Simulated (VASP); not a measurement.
Crystal: AlIn2As3.

```
Al In As
1.0
     4.02422    0.00000    0.00000
    -2.01211    3.48508    0.00000
     0.00000    0.00000    9.85728
Al In As
1 2 3
Direct
  0.00000 0.00000 0.00000
  0.33333 0.66667 0.66667
  0.66667 0.33333 0.33333
  0.00000 0.00000 0.75000
  0.33333 0.66667 0.41667
  0.66667 0.33333 0.08333
```

```yaml
Program: VASP 6.6.1
Task: relaxation of cell and atoms
Functional: PBE
Potentials_or_basis: VASP PAW PBE potentials, release 64 (Al, In_d, As)
Cutoff: 600 eV
k_mesh: 6 × 6 × 2
Occupations: gaussian, width 0.1 eV
Spin: no spin polarisation
```

At the start: pressure 15.2 GPa; volume 23.04 Å³/atom.

Task: How do energy, volume and symmetry change on relaxing?

Result: Over 9 steps the energy falls by 211.0 meV/atom and the volume is 27.49 Å³/atom (+19.3 %); space group P3m1 (No. 156, to 0.1 Å) before and after.

Step by step:
| step | energy change (eV) | largest force (eV/Å) | pressure (GPa) | volume (Å³) |
| --- | --- | --- | --- | --- |
| 1 | 0.0000 | 1.6858 | 15.16 | 138.25 |
| 2 | -0.8655 | 0.3027 | -4.87 | 186.62 |
| 3 | -1.1984 | 0.5833 | -0.28 | 166.53 |
| 4 | -1.2282 | 0.3701 | -0.15 | 165.89 |
| 5 | -1.2555 | 0.2713 | 0.26 | 164.29 |
| 6 | -1.2560 | 0.2445 | 0.20 | 164.49 |
| 7 | -1.2646 | 0.1319 | -0.09 | 165.27 |
| 8 | -1.2646 | 0.1299 | -0.09 | 165.29 |
| 9 | -1.2658 | 0.0239 | 0.01 | 164.95 |

Final structure:
```cif
data_structure
_symmetry_space_group_name_H-M 'P 1'
_symmetry_Int_Tables_number 1
_cell_length_a 4.2680
_cell_length_b 4.2680
_cell_length_c 10.4561
_cell_angle_alpha 90.000
_cell_angle_beta 90.000
_cell_angle_gamma 120.000
_cell_volume 164.95
loop_
_atom_site_label
_atom_site_type_symbol
_atom_site_fract_x
_atom_site_fract_y
_atom_site_fract_z
_atom_site_occupancy
Al1 Al 0.00000 0.00000 0.00035 1
In1 In 0.33333 0.66667 0.67245 1
In2 In 0.66667 0.33333 0.32602 1
As1 As 0.00000 0.00000 0.76361 1
As2 As 0.33333 0.66667 0.41792 1
As3 As 0.66667 0.33333 0.06964 1
```

Caveat: the volume moved by over 15 % at a fixed basis, so the end points are rough.
